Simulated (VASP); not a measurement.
# Be (Fm-3m) in VASP: further runs

The runs below take Be through single point, with PBE.

All numbers are computed with VASP 6.6.1; they aren't measurements. Logs are shortened: lines on timing, memory, paths and dates and some standing lists are left out, and cuts for length are marked.

**1. The cell of the first run**

It takes space group Fm-3m (No. 225, cubic). The conventional cell has a = 3.158 Å, b = 3.158 Å, c = 3.158 Å, α = 90.00°, β = 90.00°, γ = 90.00°. Be (site symmetry m-3m) has 12 Be at 2.23 Å within 3.0 Å.

**2. Single point, PBE**

Input file INCAR:

```
SYSTEM = Be
ALGO     = Normal         ! electronic algorithm
EDIFF    = 1E-6           ! SCF threshold, eV
ENCUT    = 600            ! plane-wave cutoff, eV
GGA      = PE             ! functional
GGA_COMPAT= .False.      
ISIF     = 2              ! what is computed and relaxed
ISMEAR   = -1             ! smearing method
LASPH    = .True.         ! aspherical terms in the spheres
LCHARG   = .True.         ! write CHGCAR
LELF     = .True.         ! ELF
LREAL    = .False.        ! projectors in reciprocal space
LVHAR    = .True.       
LWAVE    = .False.        ! write WAVECAR
NBANDS   = 12             ! bands
NELM     = 120            ! most SCF steps
PREC     = Accurate       ! precision mode
SIGMA    = 0.1            ! smearing width, eV
```

Input file KPOINTS:

```
k-points
0
Gamma
  2 2 2
  0 0 0
```

Input file POSCAR:

```
Be
1.0
    3.1580501700      0.0000000000      0.0000000000
    0.0000000000      3.1580501700      0.0000000000
    0.0000000000      0.0000000000      3.1580501700
Be
4
Direct
    0.5000000000      0.5000000000      0.0000000000
    0.0000000000      0.0000000000      0.0000000000
    0.5000000000      0.0000000000      0.5000000000
    0.0000000000      0.5000000000      0.5000000000
```

Potentials or basis: VASP PAW PBE potentials, release 64 (Be).

Started as:

```sh
cat potpaw_PBE.64/Be/POTCAR > POTCAR
mpirun -np 1 vasp_std > vasp.out
```

OUTCAR:

```text
SYSTEM = Be
   EDIFF = 1E-6
   ENCUT = 600
   GGA = PE
   ISIF = 2
   ISMEAR = -1
   LASPH = .True.
   LREAL = .False.
   NELM = 120
   PREC = Accurate

 ion  position               nearest neighbor table
   1  0.500  0.500  0.000-   2 2.23   3 2.23   4 2.23   3 2.23   4 2.23   2 2.23   3 2.23   3 2.23
                             2 2.23   4 2.23   4 2.23   2 2.23
   2  0.000  0.000  0.000-   1 2.23   3 2.23   4 2.23   3 2.23   4 2.23   1 2.23   4 2.23   4 2.23
                             1 2.23   3 2.23   3 2.23   1 2.23
   3  0.500  0.000  0.500-   1 2.23   2 2.23   4 2.23   1 2.23   2 2.23   1 2.23   4 2.23   1 2.23
                             2 2.23   4 2.23   2 2.23   4 2.23
   4  0.000  0.500  0.500-   1 2.23   2 2.23   3 2.23   1 2.23   2 2.23   2 2.23   3 2.23   2 2.23
                             1 2.23   3 2.23   1 2.23   3 2.23

  LATTYP: Found a simple cubic cell.
 ALAT       =     3.1580501700

  Lattice vectors:

 A1 = (   3.1580501700,   0.0000000000,   0.0000000000)
 A2 = (   0.0000000000,   3.1580501700,   0.0000000000)
 A3 = (   0.0000000000,   0.0000000000,   3.1580501700)

Analysis of symmetry for initial positions (statically):
=====================================================================
 Subroutine PRICEL returns following result:

  LATTYP: Found a face centered cubic cell.
 ALAT       =     3.1580501700

  Lattice vectors:

 A1 = (   1.5790250850,  -1.5790250850,   0.0000000000)
 A2 = (   1.5790250850,   0.0000000000,   1.5790250850)
 A3 = (   0.0000000000,  -1.5790250850,   1.5790250850)

   4 primitive cells build up your supercell.

 Routine SETGRP: Setting up the symmetry group for a
 simple cubic supercell.

 Subroutine GETGRP returns: Found 48 space group operations
 (whereof 48 operations were pure point group operations)
 out of a pool of 48 trial point group operations.

The static configuration has the point symmetry O_h .

Analysis of symmetry for dynamics (positions and initial velocities):
=====================================================================
 Subroutine PRICEL returns following result:

  LATTYP: Found a face centered cubic cell.
 ALAT       =     3.1580501700

  Lattice vectors:

 A1 = (   1.5790250850,  -1.5790250850,   0.0000000000)
 A2 = (   1.5790250850,   0.0000000000,   1.5790250850)
 A3 = (   0.0000000000,  -1.5790250850,   1.5790250850)

   4 primitive cells build up your supercell.

[... 92 lines left out ...]
   POTIM  = 0.5000    time-step for ionic-motion
   TEBEG  =    0.0;   TEEND  =   0.0 temperature during run
   PSTRESS=    0.0 pullay stress
   NELECT =       8.0000    total number of electrons
   NUPDOWN=      -1.0000    fix difference up-down
   EMIN   =  10.00;   EMAX   =-10.00  energy-range for DOS
   EFERMI =   0.00;   METHOD = LEGACY
   ISMEAR =    -1;   SIGMA  =   0.10  broadening in eV -4-tet -1-fermi 0-gaus
   EFERMI_NEDOS =   21; number of points for ismear=-14 and -15
   IALGO  =     38    algorithm
   IMIX   =      4    mixing-type and parameters
     AMIX     =   0.40;   BMIX     =  1.00
     AMIX_MAG =   1.60;   BMIX_MAG =  1.00
  volume/ion in A,a.u.               =       7.87        53.14
  Fermi-wavevector in a.u.,A,eV,Ry     =   1.036778  1.959226 14.625022  1.074909
  Thomas-Fermi vector in A             =   2.171185
   LORBIT       =      0    0 simple, 1 ext, 2 COOP (PROOUT), +10 PAW based schemes
   GGA     = PE    functional components
   LHFCALC =     F    Hartree Fock is set to
   AEXX    =    0.0000 exact exchange contribution
   IVDW    =     0    specifies the selected vdW correction
   LEPSILON=     F    determine dielectric tensor
   LRPA    =     F    only Hartree local field effects (RPA)
 non-spin polarized calculation
  energy-cutoff  :      600.00
  volume of cell :       31.50
 maximum number of plane-waves:      1064
 NGX is ok and might be reduce to    28
   NGX = 13   NGY = 13   NGZ = 13

 number of electron       8.0000000 magnetization

 Free energy of the ion-electron system (eV)
  ---------------------------------------------------
  ext. energy  EPLUGINS =         0.00000000
  ---------------------------------------------------
  free energy    TOTEN  =       -13.01098083 eV

  energy without entropy =      -12.87541077  energy(sigma->0) =      -12.94319580

 E-fermi :   8.3590     XC(G=0): -10.6178

 val. band max:        7.5724305194   @ k =   0.5000   0.5000   0.5000
 cond. band min:       8.5198656310   @ k =   0.5000   0.0000   0.0000
 fundamental gap:      0.9474351116
 Fermi energy:         8.3590138473

 k-point     1 :       0.0000    0.0000    0.0000
  band No.  band energies     occupation
      1      -4.3144      2.00000
      2       4.8907      2.00000
      3       4.8907      2.00000
      4       4.8907      2.00000
      5      11.4045      0.00000
      6      11.4045      0.00000
      7      11.4045      0.00000
      8      17.0992      0.00000
      9      17.0992      0.00000
     10      17.0992      0.00000
     11      17.0992      0.00000
     12      17.0992      0.00000
[... 31 lines left out ...]
 k-point     4 :       0.5000    0.5000    0.5000
  band No.  band energies     occupation
      1       2.2691      2.00000
      2       2.2691      2.00000
      3       2.2691      2.00000
      4       2.2691      2.00000
      5       7.5724      1.99923
      6       7.5724      1.99923
      7       7.5724      1.99923
      8       7.5724      1.99923
      9      24.0788      0.00000
     10      24.0788      0.00000
     11      24.0788      0.00000
     12      24.0788      0.00000

------------------------ aborting loop because EDIFF is reached ----------------------------------------

  FORCE on cell =-STRESS in cart. coord.  units (eV):
  Direction    XX          YY          ZZ          XY          YZ          ZX
  --------------------------------------------------------------------------------------
  -------------------------------------------------------------------------------------
  Total        4.2849361      4.2849361      4.2849361      0.0000000      0.0000000     -0.0000000
  in kB      217.9705681    217.9705681    217.9705681      0.0000000      0.0000000     -0.0000000
  external PRESSURE =     217.9705681 kB  Pullay stress =       0.0000000 kB

 VOLUME and BASIS-vectors are now :
 -----------------------------------------------------------------------------
  energy-cutoff  :      600.00
  volume of cell :       31.50
      direct lattice vectors                 reciprocal lattice vectors
     3.158050170  0.000000000  0.000000000     0.316651081  0.000000000  0.000000000
     0.000000000  3.158050170  0.000000000     0.000000000  0.316651081  0.000000000
     0.000000000  0.000000000  3.158050170     0.000000000  0.000000000  0.316651081

 POSITION                                       TOTAL-FORCE (eV/Angst)
 -----------------------------------------------------------------------------------
      1.57903      1.57903      0.00000        -0.000000      0.000000      0.000000
      0.00000      0.00000      0.00000         0.000000     -0.000000     -0.000000
      1.57903      0.00000      1.57903         0.000000      0.000000     -0.000000
      0.00000      1.57903      1.57903         0.000000      0.000000      0.000000
 -----------------------------------------------------------------------------------
    total drift:                               -0.000000     -0.000000     -0.000000

  FREE ENERGIE OF THE ION-ELECTRON SYSTEM (eV)
  ---------------------------------------------------
  free  energy   TOTEN  =       -13.0109808279 eV

  energy  without entropy=      -12.8754107670  energy(sigma->0) =      -12.94319580
```

OSZICAR:

```text
N       E                     dE             d eps       ncg     rms          rms(c)
DAV:   1     0.315486258782E+01    0.31549E+01   -0.37258E+03    96   0.621E+02
DAV:   2    -0.128362835181E+02   -0.15991E+02   -0.15613E+02   140   0.114E+02
DAV:   3    -0.131167600552E+02   -0.28048E+00   -0.27120E+00   116   0.949E+00
DAV:   4    -0.131178447676E+02   -0.10847E-02   -0.10842E-02   108   0.723E-01
DAV:   5    -0.131178552417E+02   -0.10474E-04   -0.10473E-04   120   0.513E-02    0.149E+00
DAV:   6    -0.130398224352E+02    0.78033E-01   -0.11448E-02   100   0.118E+00    0.926E-01
DAV:   7    -0.130111182800E+02    0.28704E-01   -0.12707E-02    96   0.130E+00    0.370E-02
DAV:   8    -0.130110042142E+02    0.11407E-03   -0.25122E-05   108   0.458E-02    0.153E-02
DAV:   9    -0.130109816215E+02    0.22593E-04   -0.13227E-05   100   0.368E-02    0.172E-03
DAV:  10    -0.130109808279E+02    0.79366E-06   -0.61096E-08    52   0.227E-03
   1 F= -.13010981E+02 E0= -.12943196E+02  d E =-.135570E+00
```

stdout:

```text
POSCAR found type information on POSCAR Be
 POSCAR found :  1 types and       4 ions
 scaLAPACK will be used
 LDA part: xc-table for (Slater+PW92), standard interpolation
 POSCAR, INCAR and KPOINTS ok, starting setup
 FFT: planning ... GRIDC
 FFT: planning ... GRID_SOFT
 FFT: planning ... GRID
 WAVECAR not read
 entering main loop
```

It took 5.9 s on 1 thread of Intel Xeon 8259CL, shared host; peak memory 0.14 GiB.

Results:

- Free energy: -13.0110 eV
- Pressure: 21.8 GPa
- Band gap on the k mesh: zero (band 4 reaches 8.52 eV, above the bottom of band 5 at 7.57 eV)

Caveat: the k points lie up to 0.99 Å⁻¹ apart.

**3. Single point, PBE**

Input file INCAR:

```
PREC = Accurate
ENCUT = 600
EDIFF = 1E-6
ISMEAR = -1
SIGMA = 0.1
LREAL = F
LASPH = T
NELM = 120
ALGO = Normal
ISIF = 2
LWAVE = F
LCHARG = F
GGA = PE
NBANDS = 12
GGA_COMPAT = F
```

Input file KPOINTS:

```
regular mesh
0
Gamma
  2 2 2
```

POSCAR is that of step 2.

Potentials or basis: VASP PAW PBE potentials, release 64 (Be).

Started as:

```sh
cat potpaw_PBE.64/Be/POTCAR > POTCAR
mpirun -np 1 vasp_std > vasp.out
```

Wall time 5.5 s (1 thread of Intel Xeon 8259CL, shared host); peak memory 0.14 GiB.

Results (log left out):

- Free energy: -13.0110 eV
- Pressure: 21.8 GPa
- Band gap on the k mesh: zero (band 4 reaches 8.52 eV, above the bottom of band 5 at 7.57 eV)

Levels at points of the mesh, in eV from the Fermi level:
| k point | band 1 | band 2 | band 3 | band 4 | band 5 | band 6 | band 7 | band 8 |
| --- | --- | --- | --- | --- | --- | --- | --- | --- |
| (0.00, 0.00, 0.00) | -12.67 | -3.47 | -3.47 | -3.47 | 3.05 | 3.05 | 3.05 | 8.74 |
| (0.50, 0.00, 0.00) | -9.89 | -9.89 | 0.16 | 0.16 | 0.16 | 0.16 | 2.34 | 2.34 |
| (0.50, 0.50, 0.00) | -7.12 | -7.12 | -7.12 | -7.12 | 3.76 | 3.76 | 3.76 | 3.76 |
| (0.50, 0.50, 0.50) | -6.09 | -6.09 | -6.09 | -6.09 | -0.79 | -0.79 | -0.79 | -0.79 |

Caveat: the k points lie up to 0.99 Å⁻¹ apart.
